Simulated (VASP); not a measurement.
# Ti3Si (Fm-3m) in VASP: single point with LDA

Aim: the single point of Ti3Si with LDA.

Everything below comes from runs of VASP 6.6.1. Logs are shortened: lines on timing, memory, paths and dates and some standing lists are left out, and cuts for length are marked.

## Step 1: The cell of the first run

It takes space group Fm-3m (No. 225, cubic). The conventional cell has a = 6.289 Å, b = 6.289 Å, c = 6.289 Å, α = 90.00°, β = 90.00°, γ = 90.00°. Within 3.6 Å of Ti (site symmetry -43m) lie 10 Ti at 2.72 to 3.14 Å and 4 Si at 2.72 Å. Ti (site symmetry m-3m) has 8 Ti at 2.72 Å and 6 Si at 3.14 Å within 3.6 Å. Within 3.6 Å of Si (site symmetry m-3m) lie 14 Ti at 2.72 to 3.14 Å.

## Step 2: Single point, LDA

Input file INCAR:

```
  PREC = Accurate
  ENCUT = 520
  EDIFF = 1E-6
  ISMEAR = -1
  SIGMA = 0.1
  LREAL = False
  LASPH = True
  NELM = 100
  ALGO = Normal
  ISIF = 2
  LWAVE = False
  LCHARG = False
  NBANDS = 28
```

Input file KPOINTS:

```
Automatic mesh
0
Gamma
  6 6 6
```

Input file POSCAR:

```
Ti3Si
1.0
    0.0000000000      3.1443560000      3.1443560000
    3.1443560000      0.0000000000      3.1443560000
    3.1443560000      3.1443560000      0.0000000000
Ti Si
3 1
Direct
    0.7500000000      0.7500000000      0.7500000000
    0.2500000000      0.2500000000      0.2500000000
    0.0000000000      0.0000000000      0.0000000000
    0.5000000000      0.5000000000      0.5000000000
```

Potentials or basis: VASP PAW LDA potentials, release 64 (Ti_sv, Si).

Command:

```
$ cat potpaw_LDA.64/Ti_sv/POTCAR potpaw_LDA.64/Si/POTCAR > POTCAR
$ mpirun -np 1 vasp_std > vasp.out
```

OUTCAR:

```text
PREC = Accurate
   ENCUT = 520
   EDIFF = 1E-6
   ISMEAR = -1
   LREAL = False
   LASPH = True
   NELM = 100
   ISIF = 2

 ion  position               nearest neighbor table
   1  0.750  0.750  0.750-   4 2.72   4 2.72   4 2.72   3 2.72   4 2.72   3 2.72   3 2.72   3 2.72

   2  0.250  0.250  0.250-   3 2.72   3 2.72   3 2.72   3 2.72   4 2.72   4 2.72   4 2.72   4 2.72

   3  0.000  0.000  0.000-   1 2.72   1 2.72   1 2.72   1 2.72   2 2.72   2 2.72   2 2.72   2 2.72

   4  0.500  0.500  0.500-   2 2.72   2 2.72   2 2.72   1 2.72   2 2.72   1 2.72   1 2.72   1 2.72

  LATTYP: Found a face centered cubic cell.
 ALAT       =     6.2887120000

  Lattice vectors:

 A1 = (   0.0000000000,   3.1443560000,   3.1443560000)
 A2 = (   3.1443560000,   0.0000000000,   3.1443560000)
 A3 = (   3.1443560000,   3.1443560000,   0.0000000000)

Analysis of symmetry for initial positions (statically):
=====================================================================
 Subroutine PRICEL returns:
 Original cell was already a primitive cell.

 Routine SETGRP: Setting up the symmetry group for a
 face centered cubic supercell.

 Subroutine GETGRP returns: Found 48 space group operations
 (whereof 48 operations were pure point group operations)
 out of a pool of 48 trial point group operations.

The static configuration has the point symmetry O_h .

Analysis of symmetry for dynamics (positions and initial velocities):
=====================================================================
 Subroutine PRICEL returns:
 Original cell was already a primitive cell.

 Routine SETGRP: Setting up the symmetry group for a
 face centered cubic supercell.

 Subroutine GETGRP returns: Found 48 space group operations
 (whereof 48 operations were pure point group operations)
 out of a pool of 48 trial point group operations.

The dynamic configuration has the point symmetry O_h .

 Subroutine INISYM returns: Found 48 space group operations
 (whereof 48 operations are pure point group operations),
 and found     1 'primitive' translations

----------------------------------------------------------------------------------------

                                     Primitive cell

  volume of cell :      62.1763

  direct lattice vectors                    reciprocal lattice vectors
     0.000000000  3.144356000  3.144356000    -0.159015073  0.159015073  0.159015073
     3.144356000  0.000000000  3.144356000     0.159015073 -0.159015073  0.159015073
     3.144356000  3.144356000  0.000000000     0.159015073  0.159015073 -0.159015073

  length of vectors
     4.446790900  4.446790900  4.446790900     0.275422186  0.275422186  0.275422186

  position of ions in fractional coordinates (direct lattice)
     0.750000000  0.750000000  0.750000000
     0.250000000  0.250000000  0.250000000
     0.000000000  0.000000000  0.000000000
     0.500000000  0.500000000  0.500000000

  ion indices of the primitive-cell ions
   primitive index   ion index
                 1           1
                 2           2
                 3           3
                 4           4

----------------------------------------------------------------------------------------

 KPOINTS: Automatic mesh

Automatic generation of k-mesh.
 Grid dimensions read from file:
 generate k-points for:    6    6    6

 Generating k-lattice:

  Cartesian coordinates                     Fractional coordinates (reciprocal lattice)
    -0.026502512  0.026502512  0.026502512     0.166666667  0.000000000  0.000000000
     0.026502512 -0.026502512  0.026502512     0.000000000  0.166666667  0.000000000
     0.026502512  0.026502512 -0.026502512     0.000000000  0.000000000  0.166666667

  Length of vectors
     0.045903698  0.045903698  0.045903698

  Shift w.r.t. Gamma in fractional coordinates (k-lattice)
     0.000000000  0.000000000  0.000000000

 Subroutine IBZKPT returns following result:
 ===========================================

 Found     16 irreducible k-points:

 Following reciprocal coordinates:
            Coordinates               Weight
  0.000000  0.000000  0.000000      1.000000
  0.166667  0.000000  0.000000      8.000000
  0.333333  0.000000  0.000000      8.000000
  0.500000  0.000000  0.000000      4.000000
  0.166667  0.166667  0.000000      6.000000
  0.333333  0.166667  0.000000     24.000000
[... 8 lines left out ...]
 -0.333333  0.333333  0.166667     24.000000
 -0.333333  0.500000  0.166667     12.000000
   k-points           NKPTS =     16   k-points in BZ     NKDIM =     16   number of bands    NBANDS=     28
   number of dos      NEDOS =    301   number of ions     NIONS =      4
   total plane-waves  NPLWV =  46656
   dimension x,y,z NGX =    36 NGY =   36 NGZ =   36
   dimension x,y,z NGXF=    72 NGYF=   72 NGZF=   72
   ions per type =               3   1
   NGX,Y,Z   is equivalent  to a cutoff of  13.46, 13.46, 13.46 a.u.
   NGXF,Y,Z  is equivalent  to a cutoff of  26.92, 26.92, 26.92 a.u.
 SYSTEM =  unknown system
   PREC   = accura    normal or accurate (medium, high low for compatibility)
   ISTART =      0    job   : 0-new  1-cont  2-samecut
   ICHARG =      2    charge: 1-file 2-atom 10-const
   ISPIN  =      1    spin polarized calculation?
   LNONCOLLINEAR =      F non collinear calculations
   LSORBIT =      F    spin-orbit coupling
   LASPH  =      T    aspherical Exc in radial PAW
   ENCUT  =  520.0 eV  38.22 Ry    6.18 a.u.   8.27  8.27  8.27*2*pi/ulx,y,z
   NELM   =    100;   NELMIN=  2; NELMDL= -5     # of ELM steps
   EDIFF  = 0.1E-05   stopping-criterion for ELM
   LREAL  =      F    real-space projection
   EDIFFG = 0.1E-04   stopping-criterion for IOM
   NSW    =      0    number of steps for IOM
   IBRION =     -1    ionic relax: 0-MD 1-quasi-New 2-CG
   NFREE  =      0    steps in history (QN), initial steepest desc. (CG)
   ISIF   =      2    stress and relaxation
   ISYM   =      2    0-nonsym 1-usesym 2-fastsym
   POTIM  = 0.5000    time-step for ionic-motion
   TEBEG  =    0.0;   TEEND  =   0.0 temperature during run
   PSTRESS=    0.0 pullay stress
   NELECT =      40.0000    total number of electrons
   NUPDOWN=      -1.0000    fix difference up-down
   EMIN   =  10.00;   EMAX   =-10.00  energy-range for DOS
   EFERMI =   0.00;   METHOD = LEGACY
   ISMEAR =    -1;   SIGMA  =   0.10  broadening in eV -4-tet -1-fermi 0-gaus
   EFERMI_NEDOS =   21; number of points for ismear=-14 and -15
   IALGO  =     38    algorithm
   IMIX   =      4    mixing-type and parameters
     AMIX     =   0.40;   BMIX     =  1.00
     AMIX_MAG =   1.60;   BMIX_MAG =  1.00
  volume/ion in A,a.u.               =      15.54       104.90
  Fermi-wavevector in a.u.,A,eV,Ry     =   1.413253  2.670660 27.174683  1.997283
  Thomas-Fermi vector in A             =   2.534917
   LORBIT       =      0    0 simple, 1 ext, 2 COOP (PROOUT), +10 PAW based schemes
   GGA     = CA    functional components
   LHFCALC =     F    Hartree Fock is set to
   AEXX    =    0.0000 exact exchange contribution
   IVDW    =     0    specifies the selected vdW correction
   LEPSILON=     F    determine dielectric tensor
   LRPA    =     F    only Hartree local field effects (RPA)
 non-spin polarized calculation
  energy-cutoff  :      520.00
  volume of cell :       62.18
 maximum number of plane-waves:      1687
 NGX is ok and might be reduce to    36
   NGX = 17   NGY = 17   NGZ = 17

 number of electron      39.9999991 magnetization

 Free energy of the ion-electron system (eV)
  ---------------------------------------------------
  ext. energy  EPLUGINS =         0.00000000
  ---------------------------------------------------
  free energy    TOTEN  =       -33.13509570 eV

  energy without entropy =      -32.93189036  energy(sigma->0) =      -33.03349303

 E-fermi :   9.1043     XC(G=0): -11.9885

 val. band max:        9.0826472001   @ k =   0.1667   0.1667   0.0000
 cond. band min:       9.1296823545   @ k =  -0.1667   0.1667   0.0000
 fundamental gap:      0.0470351544
 Fermi energy:         9.1043007894

 k-point     1 :       0.0000    0.0000    0.0000
  band No.  band energies     occupation
      1     -46.7375      2.00000
      2     -46.6442      2.00000
      3     -46.2871      2.00000
      4     -23.4263      2.00000
      5     -23.4263      2.00000
      6     -23.4263      2.00000
[... 20 lines left out ...]
     27      12.2023      0.00000
     28      12.3511      0.00000

 k-point     2 :       0.1667    0.0000    0.0000
  band No.  band energies     occupation
      1     -46.7273      2.00000
      2     -46.6478      2.00000
      3     -46.2941      2.00000
      4     -23.4953      2.00000
      5     -23.4687      2.00000
      6     -23.4687      2.00000
[... 20 lines left out ...]
     27      12.1305      0.00000
     28      12.3512      0.00000

 k-point     3 :       0.3333    0.0000    0.0000
  band No.  band energies     occupation
      1     -46.7030      2.00000
      2     -46.6579      2.00000
      3     -46.3088      2.00000
      4     -23.5064      2.00000
      5     -23.5064      2.00000
      6     -23.5053      2.00000
[... 20 lines left out ...]
     27      12.0677      0.00000
     28      12.1146      0.00000

 k-point     4 :       0.5000    0.0000    0.0000
  band No.  band energies     occupation
      1     -46.6823      2.00000
      2     -46.6710      2.00000
      3     -46.3167      2.00000
      4     -23.5207      2.00000
      5     -23.5207      2.00000
      6     -23.4807      2.00000
[... 330 lines left out ...]
     27      12.1703      0.00000
     28      12.3160      0.00000

 k-point    15 :      -0.3333    0.3333    0.1667
  band No.  band energies     occupation
      1     -46.6737      2.00000
      2     -46.6708      2.00000
      3     -46.3256      2.00000
      4     -23.6250      2.00000
      5     -23.5112      2.00000
      6     -23.4894      2.00000
[... 20 lines left out ...]
     27      11.7959      0.00000
     28      12.2092      0.00000

 k-point    16 :      -0.3333    0.5000    0.1667
  band No.  band energies     occupation
      1     -46.6753      2.00000
      2     -46.6662      2.00000
      3     -46.3287      2.00000
      4     -23.6493      2.00000
      5     -23.5670      2.00000
      6     -23.4610      2.00000
[... 20 lines left out ...]
     27      11.7055      0.00000
     28      11.8406      0.00000

------------------------ aborting loop because EDIFF is reached ----------------------------------------

  FORCE on cell =-STRESS in cart. coord.  units (eV):
  Direction    XX          YY          ZZ          XY          YZ          ZX
  --------------------------------------------------------------------------------------
  -------------------------------------------------------------------------------------
  Total       -3.4372571     -3.4372571     -3.4372571      0.0000000      0.0000000      0.0000000
  in kB      -88.5722078    -88.5722078    -88.5722078      0.0000000      0.0000000      0.0000000
  external PRESSURE =     -88.5722078 kB  Pullay stress =       0.0000000 kB

 VOLUME and BASIS-vectors are now :
 -----------------------------------------------------------------------------
  energy-cutoff  :      520.00
  volume of cell :       62.18
      direct lattice vectors                 reciprocal lattice vectors
     0.000000000  3.144356000  3.144356000    -0.159015073  0.159015073  0.159015073
     3.144356000  0.000000000  3.144356000     0.159015073 -0.159015073  0.159015073
     3.144356000  3.144356000  0.000000000     0.159015073  0.159015073 -0.159015073

 POSITION                                       TOTAL-FORCE (eV/Angst)
 -----------------------------------------------------------------------------------
      4.71653      4.71653      4.71653         0.000000      0.000000      0.000000
      1.57218      1.57218      1.57218        -0.000000      0.000000     -0.000000
      0.00000      0.00000      0.00000        -0.000000     -0.000000      0.000000
      3.14436      3.14436      3.14436        -0.000000     -0.000000      0.000000
 -----------------------------------------------------------------------------------
    total drift:                                0.000000      0.000000      0.000000

  FREE ENERGIE OF THE ION-ELECTRON SYSTEM (eV)
  ---------------------------------------------------
  free  energy   TOTEN  =       -33.1350957019 eV

  energy  without entropy=      -32.9318903609  energy(sigma->0) =      -33.03349303
```

Run time: 33 s. Hardware: 1 thread of Intel Xeon 6975P-C, shared host; peak memory 0.18 GiB.

Results:

- Free energy: -33.1351 eV
- Pressure: -8.9 GPa
- Band gap on the k mesh: zero (band 20 reaches 9.21 eV, above the bottom of band 21 at 8.85 eV)
